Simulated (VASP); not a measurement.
**LiS2: single point with PBE+D3(BJ)**

System: LiS2, a sheet with vacuum.

```
Li S
1.0
     3.00136    0.00000    0.00000
    -1.50068    2.59925    0.00000
     0.00000    0.00000   22.00000
Li S
2 4
Cartesian
  0.0000 0.0000 8.3796
  1.5007 0.8664 13.6204
  0.0000 1.7328 7.2442
  1.5007 0.8664 9.5150
  0.0000 0.0000 12.4850
  0.0000 1.7328 14.7558
```

- Program: VASP 6.6.1
- Task: single point
- Functional: PBE
- Dispersion: D3(BJ)
- Potentials or basis: VASP PAW PBE potentials, release 64 (Li_sv, S)
- Cutoff: 520 eV
- k mesh: 6 × 6 × 1
- Occupations: gaussian, width 0.1 eV
- Spin: no spin polarisation

```yaml
Largest_force: 2.854 eV/Å
Band_gap_on_the_k_mesh: zero (bands 15 and 16 overlap by 2.04 eV)
Dispersion_energy_per_atom: -0.307 eV
```

Forces in eV/Å, atoms in the order of the input:
```
Li   0.000  0.000  0.122
Li   0.000  0.000 -0.122
S    0.000  0.000 -2.547
S    0.000  0.000  2.854
S    0.000  0.000 -2.854
S    0.000  0.000  2.547
```

Levels at points of the mesh, in eV from the Fermi level:
```
           k point  band 11  band 12  band 13  band 14  band 15  band 16  band 17  band 18  band 19  band 20
(0.00, 0.00, 0.00)     1.01     1.01     1.07     1.07     1.61     1.61     1.68     1.68     5.44     5.63
(0.50, 0.00, 0.00)    -1.99    -1.72    -1.56    -1.47    -0.67     0.14     0.66     0.85     6.59     7.24
```

It took 57 s on 1 thread of Intel(R) Xeon(R) Platinum 8375C CPU @ 2.90GHz (Ice Lake), with other jobs on the host, peak memory 0.29 GiB.

Caveat: the k points lie up to 0.40 Å⁻¹ apart, too coarse for converged energies and pressures of a metal.
